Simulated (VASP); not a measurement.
# Al in VASP: a series of runs, part 2 of 2

VASP 6.6.1. Earlier steps stand in the parts before.

**4. Electric field gradients, PBE (zz strain of -3 %)**

Input file INCAR:

```
ALGO = Normal
EDIFF = 1E-8
ENCUT = 520
GGA = PE
ISIF = 2
ISMEAR = -1
LASPH = True
LCHARG = False
LEFG = True
LREAL = False
LWAVE = False
NBANDS = 8
NELM = 100
PREC = Accurate
SIGMA = 0.05
```

Input file KPOINTS:

```
k-points
0
Gamma
  14 14 14
```

Input file POSCAR:

```
Al
1.0
    0.0000000000      2.0239800000      1.9632606000
    2.0239800000      0.0000000000      1.9632606000
    2.0239800000      2.0239800000      0.0000000000
Al
1
Direct
    0.0000000000      0.0000000000      0.0000000000
```

Potentials or basis: VASP PAW PBE potentials, release 64 (Al).

On the command line:

```bash
$ cat potpaw_PBE.64/Al/POTCAR > POTCAR
$ mpirun -np 1 vasp_std > vasp.out
```

OUTCAR:

```text
EDIFF = 1E-8
   ENCUT = 520
   GGA = PE
   ISIF = 2
   ISMEAR = -1
   LASPH = True
   LREAL = False
   NELM = 100
   PREC = Accurate

 ion  position               nearest neighbor table
   1  0.000  0.000  0.000-

  LATTYP: Found a body centered tetragonal cell.
 ALAT       =     2.8623399660
 C/A-ratio  =     1.3717871555

  Lattice vectors:

 A1 = (   0.0000000000,  -2.0239800000,  -1.9632606000)
 A2 = (   0.0000000000,   2.0239800000,  -1.9632606000)
 A3 = (   2.0239800000,   0.0000000000,   1.9632606000)

Analysis of symmetry for initial positions (statically):
=====================================================================
 Subroutine PRICEL returns:
 Original cell was already a primitive cell.

 Routine SETGRP: Setting up the symmetry group for a
 body centered tetragonal supercell.

 Subroutine GETGRP returns: Found 16 space group operations
 (whereof 16 operations were pure point group operations)
 out of a pool of 16 trial point group operations.

The static configuration has the point symmetry D_4h.

Analysis of symmetry for dynamics (positions and initial velocities):
=====================================================================
 Subroutine PRICEL returns:
 Original cell was already a primitive cell.

 Routine SETGRP: Setting up the symmetry group for a
 body centered tetragonal supercell.

 Subroutine GETGRP returns: Found 16 space group operations
 (whereof 16 operations were pure point group operations)
 out of a pool of 16 trial point group operations.

The dynamic configuration has the point symmetry D_4h.
[... 146 lines left out ...]

 val. band max:        8.2587717414   @ k =  -0.2143   0.3571   0.2857
 cond. band min:       8.2720768896   @ k =  -0.2857   0.0000   0.2857
 fundamental gap:      0.0133051482
 Fermi energy:         8.2663504100

 k-point     1 :       0.0000    0.0000    0.0000
  band No.  band energies     occupation
      1      -3.0434      2.00000
      2      20.9308      0.00000
      3      20.9308      0.00000
      4      21.2633      0.00000
      5      22.6539      0.00000
      6      22.7570      0.00000
      7      22.7570      0.00000
      8      24.9348      0.00000
[... 243 lines left out ...]
 k-point    24 :       0.2857    0.1429    0.0000
  band No.  band energies     occupation
      1      -0.9277      2.00000
      2      12.4854      0.00000
      3      16.5804      0.00000
      4      18.2189      0.00000
      5      19.6391      0.00000
      6      22.4952      0.00000
      7      26.2757      0.00000
      8      27.6889      0.00000

 [... further k-points ...]
[... 5 lines left out ...]
  --------------------------------------------------------------------------------------
  -------------------------------------------------------------------------------------
  Total        0.1480050      0.1480050      0.2836126      0.0000000      0.0000000      0.0000000
  in kB       14.7423427     14.7423427     28.2498244      0.0000000      0.0000000      0.0000000
  external PRESSURE =      19.2448366 kB  Pullay stress =       0.0000000 kB

 VOLUME and BASIS-vectors are now :
 -----------------------------------------------------------------------------
  energy-cutoff  :      520.00
  volume of cell :       16.08
      direct lattice vectors                 reciprocal lattice vectors
     0.000000000  2.023980000  1.963260600    -0.247038014  0.247038014  0.254678365
     2.023980000  0.000000000  1.963260600     0.247038014 -0.247038014  0.254678365
     2.023980000  2.023980000  0.000000000     0.247038014  0.247038014 -0.254678365

 POSITION                                       TOTAL-FORCE (eV/Angst)
 -----------------------------------------------------------------------------------
      0.00000      0.00000      0.00000         0.000000      0.000000      0.000000
 -----------------------------------------------------------------------------------
    total drift:                               -0.000000      0.000000     -0.000000

  FREE ENERGIE OF THE ION-ELECTRON SYSTEM (eV)
  ---------------------------------------------------
  free  energy   TOTEN  =        -3.7363614826 eV

  energy  without entropy=       -3.7319311304  energy(sigma->0) =       -3.73414631

 Electric field gradients (V/A^2)
---------------------------------------------------------------------
 ion       V_xx      V_yy      V_zz      V_xy      V_xz      V_yz
---------------------------------------------------------------------
   1       0.617     0.617    -1.234    -0.000     0.000     0.000
---------------------------------------------------------------------

 Electric field gradients after diagonalization (V/A^2)
 (convention: |V_zz| > |V_xx| > |V_yy|)
----------------------------------------------------------------------
 ion       V_xx      V_yy      V_zz     asymmetry (V_yy - V_xx)/ V_zz
----------------------------------------------------------------------
   1       0.617     0.617    -1.234       0.000
----------------------------------------------------------------------

           NMR quadrupolar parameters

 Cq : quadrupolar parameter    Cq=e*Q*V_zz/h
 eta: asymmetry parameters     (V_yy - V_xx)/ V_zz
 Q  : nuclear electric quadrupole moment in mb (millibarn)
----------------------------------------------------------------------
 ion       Cq(MHz)       eta       Q (mb)
----------------------------------------------------------------------
   1      -0.003       0.000       1.000
----------------------------------------------------------------------
```

OSZICAR:

```text
N       E                     dE             d eps       ncg     rms          rms(c)
DAV:   1    -0.236607375088E+01   -0.23661E+01   -0.87090E+02  3912   0.205E+02
DAV:   2    -0.375286422622E+01   -0.13868E+01   -0.13233E+01  5416   0.187E+01
DAV:   3    -0.375956024265E+01   -0.66960E-02   -0.66907E-02  5136   0.144E+00
DAV:   4    -0.375957485744E+01   -0.14615E-04   -0.14614E-04  6008   0.591E-02
DAV:   5    -0.375957489371E+01   -0.36267E-07   -0.36451E-07  5184   0.174E-03    0.135E+00
DAV:   6    -0.374614500339E+01    0.13430E-01   -0.15661E-03  5160   0.189E-01    0.784E-01
DAV:   7    -0.373636808320E+01    0.97769E-02   -0.47075E-03  5048   0.307E-01    0.152E-01
DAV:   8    -0.373636347488E+01    0.46083E-05   -0.13127E-05  5712   0.260E-02    0.110E-02
DAV:   9    -0.373636182151E+01    0.16534E-05   -0.82075E-07  5640   0.408E-03    0.650E-04
DAV:  10    -0.373636150783E+01    0.31368E-06   -0.33519E-09  5864   0.409E-04    0.329E-04
DAV:  11    -0.373636146737E+01    0.40457E-07   -0.92982E-11  3872   0.570E-05    0.565E-05
DAV:  12    -0.373636148168E+01   -0.14313E-07   -0.75405E-12  3072   0.157E-05    0.107E-05
DAV:  13    -0.373636148259E+01   -0.90920E-09   -0.50426E-13  2480   0.338E-06
   1 F= -.37363615E+01 E0= -.37341463E+01  d E =-.443035E-02
```

It took 43 s on 1 thread of AMD EPYC 7R13 (Zen 3), shared host; peak memory 0.12 GiB.

What came out:

```
Free energy : -3.7364 eV
Pressure    : 1.9 GPa
```

Stress tensor (GPa, compression positive):
```
1.47 0.00 0.00
0.00 1.47 0.00
0.00 0.00 2.82
```

Electric field gradients, principal values (V/Å²):
| atom | least | middle | greatest (by size) |
| --- | --- | --- | --- |
| 1 Al | 0.617 | 0.617 | -1.234 |

Caveat: the cell differs from its parent crystal (zz strain of -3 %); without QUAD_EFG the Cq values of the log hold for a quadrupole moment of 1 mb, not for the nuclei.

**5. Electric field gradients, PBE (equal xx and yy strain of -3 %)**

Input file INCAR:

```
PREC = Accurate
ENCUT = 520
EDIFF = 1E-8
ISMEAR = -1
SIGMA = 0.05
LREAL = F
LASPH = T
NELM = 80
ALGO = Normal
ISIF = 2
LWAVE = F
LCHARG = F
GGA = PE
LEFG = T
NBANDS = 8
```

Input file KPOINTS:

```
Automatic mesh
0
Gamma
  14 14 14
```

Input file POSCAR:

```
Al
1.0
    0.0000000000      1.9632606000      2.0239800000
    1.9632606000      0.0000000000      2.0239800000
    1.9632606000      1.9632606000      0.0000000000
Al
1
Direct
    0.0000000000      0.0000000000      0.0000000000
```

Potentials or basis: VASP PAW PBE potentials, release 64 (Al).

On the command line:

```bash
$ cat potpaw_PBE.64/Al/POTCAR > POTCAR
$ mpirun -np 1 vasp_std > vasp.out
```

OUTCAR:

```text
PREC = Accurate
   ENCUT = 520
   EDIFF = 1E-8
   ISMEAR = -1
   LREAL = F
   LASPH = T
   NELM = 80
   ISIF = 2
   GGA = PE

 ion  position               nearest neighbor table
   1  0.000  0.000  0.000-

  LATTYP: Found a body centered tetragonal cell.
 ALAT       =     2.7764697670
 C/A-ratio  =     1.4579521262

  Lattice vectors:

 A1 = (  -1.9632606000,   0.0000000000,   2.0239800000)
 A2 = (   1.9632606000,   0.0000000000,   2.0239800000)
 A3 = (   0.0000000000,   1.9632606000,  -2.0239800000)

Analysis of symmetry for initial positions (statically):
=====================================================================
 Subroutine PRICEL returns:
 Original cell was already a primitive cell.

 Routine SETGRP: Setting up the symmetry group for a
 body centered tetragonal supercell.

 Subroutine GETGRP returns: Found 16 space group operations
 (whereof 16 operations were pure point group operations)
 out of a pool of 16 trial point group operations.

The static configuration has the point symmetry D_4h.

Analysis of symmetry for dynamics (positions and initial velocities):
=====================================================================
 Subroutine PRICEL returns:
 Original cell was already a primitive cell.

 Routine SETGRP: Setting up the symmetry group for a
 body centered tetragonal supercell.

 Subroutine GETGRP returns: Found 16 space group operations
 (whereof 16 operations were pure point group operations)
 out of a pool of 16 trial point group operations.

The dynamic configuration has the point symmetry D_4h.

[... 147 lines left out ...]
 cond. band min:       8.5899312955   @ k =  -0.2857   0.2143   0.5000
 fundamental gap:      0.0165624124
 Fermi energy:         8.5751090721

 k-point     1 :       0.0000    0.0000    0.0000
  band No.  band energies     occupation
      1      -2.9308      2.00000
      2      21.3094      0.00000
      3      21.6582      0.00000
      4      21.6582      0.00000
      5      23.4282      0.00000
      6      23.4282      0.00000
      7      23.5290      0.00000
      8      25.4878      0.00000
[... 243 lines left out ...]
 k-point    24 :       0.2857    0.1429    0.0000
  band No.  band energies     occupation
      1      -0.8952      2.00000
      2      13.1493      0.00000
      3      17.6575      0.00000
      4      18.4094      0.00000
      5      19.2185      0.00000
      6      23.8049      0.00000
      7      27.7079      0.00000
      8      27.9365      0.00000

 [... further k-points ...]
[... 5 lines left out ...]
  --------------------------------------------------------------------------------------
  -------------------------------------------------------------------------------------
  Total        0.5283305      0.5283305      0.3405581      0.0000000      0.0000000     -0.0000000
  in kB       54.2530528     54.2530528     34.9711326      0.0000000      0.0000000     -0.0000000
  external PRESSURE =      47.8257461 kB  Pullay stress =       0.0000000 kB

 VOLUME and BASIS-vectors are now :
 -----------------------------------------------------------------------------
  energy-cutoff  :      520.00
  volume of cell :       15.60
      direct lattice vectors                 reciprocal lattice vectors
     0.000000000  1.963260600  2.023980000    -0.254678365  0.254678365  0.247038014
     1.963260600  0.000000000  2.023980000     0.254678365 -0.254678365  0.247038014
     1.963260600  1.963260600  0.000000000     0.254678365  0.254678365 -0.247038014

 POSITION                                       TOTAL-FORCE (eV/Angst)
 -----------------------------------------------------------------------------------
      0.00000      0.00000      0.00000         0.000000      0.000000     -0.000000
 -----------------------------------------------------------------------------------
    total drift:                               -0.000000      0.000000     -0.000000

  FREE ENERGIE OF THE ION-ELECTRON SYSTEM (eV)
  ---------------------------------------------------
  free  energy   TOTEN  =        -3.7265554269 eV

  energy  without entropy=       -3.7227022129  energy(sigma->0) =       -3.72462882

 Electric field gradients (V/A^2)
---------------------------------------------------------------------
 ion       V_xx      V_yy      V_zz      V_xy      V_xz      V_yz
---------------------------------------------------------------------
   1      -0.832    -0.832     1.665     0.000     0.000     0.000
---------------------------------------------------------------------

 Electric field gradients after diagonalization (V/A^2)
 (convention: |V_zz| > |V_xx| > |V_yy|)
----------------------------------------------------------------------
 ion       V_xx      V_yy      V_zz     asymmetry (V_yy - V_xx)/ V_zz
----------------------------------------------------------------------
   1      -0.832    -0.832     1.665       0.000
----------------------------------------------------------------------

           NMR quadrupolar parameters

 Cq : quadrupolar parameter    Cq=e*Q*V_zz/h
 eta: asymmetry parameters     (V_yy - V_xx)/ V_zz
 Q  : nuclear electric quadrupole moment in mb (millibarn)
----------------------------------------------------------------------
 ion       Cq(MHz)       eta       Q (mb)
----------------------------------------------------------------------
   1       0.004       0.000       1.000
----------------------------------------------------------------------
```

OSZICAR:

```text
N       E                     dE             d eps       ncg     rms          rms(c)
DAV:   1    -0.228637646632E+01   -0.22864E+01   -0.91103E+02  3936   0.208E+02
DAV:   2    -0.374316982342E+01   -0.14568E+01   -0.14146E+01  5480   0.193E+01
DAV:   3    -0.375040051514E+01   -0.72307E-02   -0.72267E-02  5088   0.151E+00
DAV:   4    -0.375042050960E+01   -0.19994E-04   -0.19995E-04  6200   0.680E-02
DAV:   5    -0.375042055791E+01   -0.48313E-07   -0.47446E-07  5128   0.183E-03    0.140E+00
DAV:   6    -0.373659504089E+01    0.13826E-01   -0.14379E-03  5216   0.180E-01    0.815E-01
DAV:   7    -0.372656181499E+01    0.10033E-01   -0.43443E-03  5120   0.294E-01    0.157E-01
DAV:   8    -0.372655741441E+01    0.44006E-05   -0.12424E-05  5592   0.252E-02    0.163E-02
DAV:   9    -0.372655571055E+01    0.17039E-05   -0.76112E-07  5672   0.403E-03    0.591E-04
DAV:  10    -0.372655546126E+01    0.24930E-06   -0.29504E-09  5744   0.396E-04    0.453E-04
DAV:  11    -0.372655541125E+01    0.50005E-07   -0.89881E-11  4248   0.578E-05    0.613E-05
DAV:  12    -0.372655542571E+01   -0.14455E-07   -0.53607E-12  3056   0.137E-05    0.111E-05
DAV:  13    -0.372655542692E+01   -0.12135E-08   -0.41124E-13  2600   0.342E-06
   1 F= -.37265554E+01 E0= -.37246288E+01  d E =-.385321E-02
```

stdout:

```text
POSCAR found type information on POSCAR Al
 POSCAR found :  1 types and       1 ions
 scaLAPACK will be used
 LDA part: xc-table for (Slater+PW92), standard interpolation
 POSCAR, INCAR and KPOINTS ok, starting setup
 FFT: planning ... GRIDC
 FFT: planning ... GRID_SOFT
 FFT: planning ... GRID
 WAVECAR not read
 entering main loop
ion   1
```

Run time: 11 s. Hardware: 1 thread of Intel Xeon 6975P-C, shared host; peak memory 0.15 GiB.

Results:

```
Free energy : -3.7266 eV
Pressure    : 4.8 GPa
```

Stress tensor (GPa, compression positive):
```
5.43 0.00 0.00
0.00 5.43 0.00
0.00 0.00 3.50
```

Electric field gradients, principal values (V/Å²):
| atom | least | middle | greatest (by size) |
| --- | --- | --- | --- |
| 1 Al | -0.832 | -0.832 | 1.665 |

Caveat: the cell differs from its parent crystal (equal xx and yy strain of -3 %); without QUAD_EFG the Cq values of the log hold for a quadrupole moment of 1 mb, not for the nuclei.

**6. Summary**

```tsv
cell	gap on the mesh (eV)	pressure (GPa)
a = 2.877 Å, angles 59.3°, 1 atom	none	-0.6
a = 2.906 Å, angles 58.0°, 1 atom	none	-0.3
a = 2.820, b = 2.820, c = 2.862 Å, angles 59.5, 59.5, 61.0°, 1 atom	none	1.9
a = 2.820, b = 2.820, c = 2.776 Å, angles 60.5, 60.5, 59.0°, 1 atom	none	4.8
```

Alike in all rows: task electric field gradients; level PBE; potentials or basis VASP PAW PBE potentials, release 64 (Al); no spin polarisation; k mesh 14 × 14 × 14; cutoff (eV) 520; smearing fermi-dirac 0.05 eV.

Total energies depend on the potentials used, so only differences within one code and one set of settings carry meaning.
